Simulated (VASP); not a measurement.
Wanted: the native input for a VASP 6.6.1 run.

* Task: single point
* Functional: PBE
* Potentials or basis: VASP PAW PBE potentials, release 64 (Ru_pv)
* Cutoff: 520 eV
* k mesh: 12 × 12 × 12
* Occupations: fermi-dirac, width 0.0612256 eV
* Spin: no spin polarisation
* Dipole correction: no
* Further INCAR settings: ALGO = Normal; EDIFF = 1e-06; NBANDS = 21

The structure of Ru lies in POSCAR:

```
Ru
1.0
    0.0000000000      2.7463064905      2.7463064905
    2.7463064905      0.0000000000      2.7463064905
    2.7463064905      2.7463064905      0.0000000000
Ru
2
Direct
    0.0000000000      0.0000000000      0.0000000000
    0.2500000000      0.2500000000      0.2500000000
```

These files were run (other wordings do the same):

INCAR

```
PREC = Accurate
ENCUT = 520
EDIFF = 1E-6
ISMEAR = -1
SIGMA = 0.06122561905347299
LREAL = False
LASPH = True
NELM = 100
ALGO = Normal
ISIF = 2
LWAVE = False
LCHARG = True
GGA = PE
LELF = True
LVHAR = True
NBANDS = 21
```

KPOINTS

```
regular mesh
0
Gamma
  12 12 12
```

Potentials or basis: VASP PAW PBE potentials, release 64 (Ru_pv).

The run is started by

```sh
$ cat potpaw_PBE.64/Ru_pv/POTCAR > POTCAR
$ mpirun -np 1 vasp_std > vasp.out
```

It gave:

| Quantity | Value |
| --- | --- |
| Pressure | -3.0 GPa |
| Band gap on the k mesh | zero (band 14 reaches 7.09 eV, above the bottom of band 15 at 6.27 eV) |

Wall time 70 s on 1 thread of AMD EPYC 7R43 64-Core Processor (Zen 3) (shared host), peak memory 0.16 GiB.
